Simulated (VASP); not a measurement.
Write the native input for VASP 6.6.1 that does the following.

| Quantity | Value |
| --- | --- |
| Task | single point |
| Functional | PBE |
| Potentials or basis | VASP PAW PBE potentials, release 64 (Sc_sv, W_sv) |
| Cutoff | 520 eV |
| k mesh | 4 × 4 × 4 |
| Occupations | gaussian, width 0.1 eV |
| Spin | no spin polarisation |
| Dipole correction | no |
| Further INCAR settings | ALGO = Normal; EDIFF = 1e-06; NBANDS = 44 |

The structure of Sc5W lies in POSCAR:

```
Sc5W
1.0
    0.0000000000      4.0432185414      4.0432185414
    4.0432185414      0.0000000000      4.0432185414
    4.0432185414      4.0432185414      0.0000000000
Sc W
5 1
Direct
    0.1222875127      0.1222875127      0.1222875127
    0.1222875127      0.1222875127      0.6331374620
    0.1222875127      0.6331374620      0.1222875127
    0.6331374620      0.1222875127      0.1222875127
    0.5000000000      0.5000000000      0.5000000000
    0.7500000000      0.7500000000      0.7500000000
```

The input as run:

INCAR

```
SYSTEM = Sc5W
PREC = Accurate ; ENCUT = 520
EDIFF = 1E-6 ; ISMEAR = 0
SIGMA = 0.1 ; LREAL = .FALSE.
LASPH = .TRUE. ; NELM = 60
ALGO = Normal ; ISIF = 2
LWAVE = .FALSE. ; LCHARG = .TRUE.
GGA = PE ; LELF = .TRUE.
LVHAR = .TRUE. ; NBANDS = 44
```

KPOINTS

```
Automatic mesh
0
G
  4 4 4
  0 0 0
```

Potentials or basis: VASP PAW PBE potentials, release 64 (Sc_sv, W_sv).

Command:

```sh
$ cat potpaw_PBE.64/Sc_sv/POTCAR potpaw_PBE.64/W_sv/POTCAR > POTCAR
$ mpirun -np 1 vasp_std > vasp.out
```

It gave:

```
Pressure      : 0.1 GPa
Largest force : 0.014 eV/Å
```

Wall time 47 s on 1 thread of Intel(R) Xeon(R) 6975P-C (Granite Rapids), on a shared host, peak memory 0.32 GiB.
